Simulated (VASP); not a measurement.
# Mg (Pm-3m) in VASP: notebook, part 2 of 2

VASP 6.6.1. The steps go on from the part before.

## Step 3: Relaxation of cell and atoms, PBEsol

This run uses another cell than the first one, of 25.67 Å³/atom, 0.952 times its volume.

INCAR

```
ALGO = Normal
EDIFF = 1E-7
EDIFFG = -0.02
ENCUT = 600
GGA = PS
GGA_COMPAT = F
IBRION = 2
ISIF = 3
ISMEAR = 0
LASPH = T
LCHARG = F
LREAL = F
LWAVE = F
NELM = 120
NELMIN = 4
NSW = 50
PREC = Accurate
SIGMA = 0.05
```

KPOINTS

```
k-points
0
Gamma
  8 8 8
```

POSCAR

```
Mg
1.0
    2.9500000000      0.0000000000      0.0000000000
    0.0000000000      2.9500000000      0.0000000000
    0.0000000000      0.0000000000      2.9500000000
Mg
1
Direct
    0.0000000000      0.0000000000      0.0000000000
```

Potentials or basis: VASP PAW PBE potentials, release 64 (Mg).

On the command line:

```bash
$ cat potpaw_PBE.64/Mg/POTCAR > POTCAR
$ mpirun -np 1 vasp_std > vasp.out
```

OUTCAR:

```text
EDIFF = 1E-7
   EDIFFG = -0.02
   ENCUT = 600
   GGA = PS
   IBRION = 2
   ISIF = 3
   ISMEAR = 0
   LASPH = T
   LREAL = F
   NELM = 120
   NELMIN = 4
   NSW = 50
   PREC = Accurate

 ion  position               nearest neighbor table
   1  0.000  0.000  0.000-

  LATTYP: Found a simple cubic cell.
 ALAT       =     2.9500000000

  Lattice vectors:

 A1 = (   2.9500000000,   0.0000000000,   0.0000000000)
 A2 = (   0.0000000000,   2.9500000000,   0.0000000000)
 A3 = (   0.0000000000,   0.0000000000,   2.9500000000)

Analysis of symmetry for initial positions (statically):
=====================================================================
 Subroutine PRICEL returns:
 Original cell was already a primitive cell.

 Routine SETGRP: Setting up the symmetry group for a
 simple cubic supercell.

 Subroutine GETGRP returns: Found 48 space group operations
 (whereof 48 operations were pure point group operations)
 out of a pool of 48 trial point group operations.

The static configuration has the point symmetry O_h .

Analysis of symmetry for dynamics (positions and initial velocities):
=====================================================================
 Subroutine PRICEL returns:
 Original cell was already a primitive cell.

 Routine SETGRP: Setting up the symmetry group for a
 simple cubic supercell.

 Subroutine GETGRP returns: Found 48 space group operations
 (whereof 48 operations were pure point group operations)
 out of a pool of 48 trial point group operations.

The dynamic configuration has the point symmetry O_h .

 Subroutine INISYM returns: Found 48 space group operations
 (whereof 48 operations are pure point group operations),
 and found     1 'primitive' translations

----------------------------------------------------------------------------------------

                                     Primitive cell

  volume of cell :      25.6724

  direct lattice vectors                    reciprocal lattice vectors
     2.950000000  0.000000000  0.000000000     0.338983051  0.000000000  0.000000000
     0.000000000  2.950000000  0.000000000     0.000000000  0.338983051  0.000000000
     0.000000000  0.000000000  2.950000000     0.000000000  0.000000000  0.338983051

  length of vectors
     2.950000000  2.950000000  2.950000000     0.338983051  0.338983051  0.338983051

  position of ions in fractional coordinates (direct lattice)
     0.000000000  0.000000000  0.000000000

  ion indices of the primitive-cell ions
   primitive index   ion index
                 1           1

----------------------------------------------------------------------------------------

 KPOINTS: k-points

Automatic generation of k-mesh.
 Grid dimensions read from file:
 generate k-points for:    8    8    8

 Generating k-lattice:

  Cartesian coordinates                     Fractional coordinates (reciprocal lattice)
     0.042372881  0.000000000  0.000000000     0.125000000  0.000000000  0.000000000
     0.000000000  0.042372881  0.000000000     0.000000000  0.125000000  0.000000000
     0.000000000  0.000000000  0.042372881     0.000000000  0.000000000  0.125000000

  Length of vectors
     0.042372881  0.042372881  0.042372881
[... 37 lines left out ...]
   number of dos      NEDOS =    301   number of ions     NIONS =      1
   total plane-waves  NPLWV =  13824
   dimension x,y,z NGX =    24 NGY =   24 NGZ =   24
   dimension x,y,z NGXF=    48 NGYF=   48 NGZF=   48
   ions per type =               1
   NGX,Y,Z   is equivalent  to a cutoff of  13.53, 13.53, 13.53 a.u.
   NGXF,Y,Z  is equivalent  to a cutoff of  27.05, 27.05, 27.05 a.u.
 SYSTEM =  unknown system
   PREC   = accura    normal or accurate (medium, high low for compatibility)
   ISTART =      0    job   : 0-new  1-cont  2-samecut
   ICHARG =      2    charge: 1-file 2-atom 10-const
   ISPIN  =      1    spin polarized calculation?
   LNONCOLLINEAR =      F non collinear calculations
   LSORBIT =      F    spin-orbit coupling
   LASPH  =      T    aspherical Exc in radial PAW
   ENCUT  =  600.0 eV  44.10 Ry    6.64 a.u.   5.89  5.89  5.89*2*pi/ulx,y,z
   NELM   =    120;   NELMIN=  4; NELMDL= -5     # of ELM steps
   EDIFF  = 0.1E-06   stopping-criterion for ELM
   LREAL  =      F    real-space projection
   EDIFFG = -.2E-01   stopping-criterion for IOM
   NSW    =     50    number of steps for IOM
   IBRION =      2    ionic relax: 0-MD 1-quasi-New 2-CG
   NFREE  =      1    steps in history (QN), initial steepest desc. (CG)
   ISIF   =      3    stress and relaxation
   ISYM   =      2    0-nonsym 1-usesym 2-fastsym
   POTIM  = 0.5000    time-step for ionic-motion
   TEBEG  =    0.0;   TEEND  =   0.0 temperature during run
   PSTRESS=    0.0 pullay stress
   NELECT =       2.0000    total number of electrons
   NUPDOWN=      -1.0000    fix difference up-down
   EMIN   =  10.00;   EMAX   =-10.00  energy-range for DOS
   EFERMI =   0.00;   METHOD = LEGACY
   ISMEAR =     0;   SIGMA  =   0.05  broadening in eV -4-tet -1-fermi 0-gaus
   EFERMI_NEDOS =   21; number of points for ismear=-14 and -15
   IALGO  =     38    algorithm
   IMIX   =      4    mixing-type and parameters
     AMIX     =   0.40;   BMIX     =  1.00
     AMIX_MAG =   1.60;   BMIX_MAG =  1.00
  volume/ion in A,a.u.               =      25.67       173.25
  Fermi-wavevector in a.u.,A,eV,Ry     =   0.699192  1.321280  6.651463  0.488869
  Thomas-Fermi vector in A             =   1.783003
   LORBIT       =      0    0 simple, 1 ext, 2 COOP (PROOUT), +10 PAW based schemes
   GGA     = PS    functional components
   LHFCALC =     F    Hartree Fock is set to
   AEXX    =    0.0000 exact exchange contribution
   IVDW    =     0    specifies the selected vdW correction
   LEPSILON=     F    determine dielectric tensor
   LRPA    =     F    only Hartree local field effects (RPA)
 conjugate gradient relaxation of ions
 non-spin polarized calculation
 Gauss-broadening in eV      SIGMA  =   0.05
  energy-cutoff  :      600.00
  volume of cell :       25.67
 maximum number of plane-waves:       876
 NGX is ok and might be reduce to    24
   NGX = 11   NGY = 11   NGZ = 11

--------------------------------------- Ionic step        1  -------------------------------------------

 number of electron       2.0000000 magnetization

 Free energy of the ion-electron system (eV)
  ---------------------------------------------------
  ext. energy  EPLUGINS =         0.00000000
  ---------------------------------------------------
  free energy    TOTEN  =        -1.31367356 eV

  energy without entropy =       -1.31307350  energy(sigma->0) =       -1.31337353

------------------------ aborting loop because EDIFF is reached ----------------------------------------

  FORCE on cell =-STRESS in cart. coord.  units (eV):
  Direction    XX          YY          ZZ          XY          YZ          ZX
  --------------------------------------------------------------------------------------
  -------------------------------------------------------------------------------------
  Total        0.1930268      0.1930268      0.1930268      0.0000000      0.0000000     -0.0000000
  in kB       12.0465342     12.0465342     12.0465342      0.0000000      0.0000000     -0.0000000
  external PRESSURE =      12.0465342 kB  Pullay stress =       0.0000000 kB
[... 57 lines left out ...]
--------------------------------------- Ionic step        3  -------------------------------------------

 number of electron       2.0000000 magnetization

 Free energy of the ion-electron system (eV)
  ---------------------------------------------------
  ext. energy  EPLUGINS =         0.00000000
  ---------------------------------------------------
  free energy    TOTEN  =        -1.31808258 eV

  energy without entropy =       -1.31657698  energy(sigma->0) =       -1.31732978

 E-fermi :   1.9048     XC(G=0):  -8.0110

 val. band max:        1.8280270276   @ k =   0.3750   0.0000   0.0000
 cond. band min:       1.9113033693   @ k =   0.5000   0.3750   0.0000
 fundamental gap:      0.0832763417
 Fermi energy:         1.9047585771

 k-point     1 :       0.0000    0.0000    0.0000
  band No.  band energies     occupation
      1      -4.5056      2.00000
      2       9.9122      0.00000
      3       9.9122      0.00000
      4      11.3410      0.00000
      5      11.3410      0.00000
[... 177 lines left out ...]
 k-point    24 :       0.5000    0.3750    0.1250
  band No.  band energies     occupation
      1       1.9391      0.33092
      2       2.1500      0.00000
      3       5.8674      0.00000
      4       6.3172      0.00000
      5      13.8726      0.00000

 [... further k-points ...]

------------------------ aborting loop because EDIFF is reached ----------------------------------------

  FORCE on cell =-STRESS in cart. coord.  units (eV):
  Direction    XX          YY          ZZ          XY          YZ          ZX
  --------------------------------------------------------------------------------------
  -------------------------------------------------------------------------------------
  Total       -0.0097023     -0.0097023     -0.0097023      0.0000000      0.0000000     -0.0000000
  in kB       -0.5752159     -0.5752159     -0.5752159      0.0000000      0.0000000     -0.0000000
  external PRESSURE =      -0.5752159 kB  Pullay stress =       0.0000000 kB
[... 16 lines left out ...]
  FREE ENERGIE OF THE ION-ELECTRON SYSTEM (eV)
  ---------------------------------------------------
  free  energy   TOTEN  =        -1.3180825784 eV

  energy  without entropy=       -1.3165769848  energy(sigma->0) =       -1.31732978

 reached required accuracy - stopping structural energy minimisation
```

OSZICAR:

```text
N       E                     dE             d eps       ncg     rms          rms(c)
DAV:   1    -0.372221931144E+00   -0.37222E+00   -0.84306E+02   360   0.312E+02
DAV:   2    -0.132320958401E+01   -0.95099E+00   -0.91709E+00   450   0.172E+01
DAV:   3    -0.132826445004E+01   -0.50549E-02   -0.50548E-02   510   0.147E+00
DAV:   4    -0.132827442783E+01   -0.99778E-05   -0.99775E-05   480   0.456E-02
[... 12 lines left out ...]
       N       E                     dE             d eps       ncg     rms          rms(c)
DAV:   1    -0.131820701523E+01   -0.86102E-03   -0.12365E-02   395   0.553E-01    0.478E-02
DAV:   2    -0.131814021088E+01    0.66804E-04   -0.12631E-04   385   0.804E-02    0.304E-02
DAV:   3    -0.131808262606E+01    0.57585E-04   -0.38352E-05   375   0.282E-02    0.142E-03
DAV:   4    -0.131808257836E+01    0.47695E-07   -0.35767E-07   400   0.400E-03
   3 F= -.13180826E+01 E0= -.13173298E+01  d E =-.440902E-02
```

CONTCAR:

```text
Mg
   1.00000000000000
     3.0009021739208737    0.0000000000000000   -0.0000000000000000
     0.0000000000000000    3.0009021739208737    0.0000000000000000
    -0.0000000000000000    0.0000000000000000    3.0009021739208737
  Mg
     1
Direct
     0.0000000000000000    0.0000000000000000    0.0000000000000000

  0.00000000E+00  0.00000000E+00  0.00000000E+00
```

Run time: 7 s. Hardware: 1 thread of AMD EPYC 7R43 (Zen 3), shared host; peak memory 0.1 GiB.

Results:

* Free energy: -1.3181 eV
* Relaxed volume: 27.02 Å³/atom
* Relaxed cell: a = 3.001 Å, b = 3.001 Å, c = 3.001 Å, α = 90.00°, β = 90.00°, γ = 90.00°
* Space group after relaxing (to 0.05 Å): Pm-3m (No. 221)
* Energy gained by relaxing: 4.4 meV/atom
* Ionic steps: 3
* Pressure after relaxing: -0.1 GPa
* Band gap on the k mesh: zero (band 1 reaches 6.33 eV, above the bottom of band 2 at -0.22 eV)

Step by step:
```csv
step,energy change (eV),largest force (eV/Å),pressure (GPa),volume (Å³)
1,0.0000,0.0000,1.20,25.67
2,-0.0037,0.0000,0.46,26.40
3,-0.0044,0.0000,-0.06,27.02
```

Final structure:
```
Mg
1.0
     3.00090    0.00000    0.00000
     0.00000    3.00090    0.00000
     0.00000    0.00000    3.00090
Mg
1
Cartesian
  0.0000 0.0000 0.0000
```

Caveat: the PAW data sets were made with another functional, which shifts forces and pressure a little.
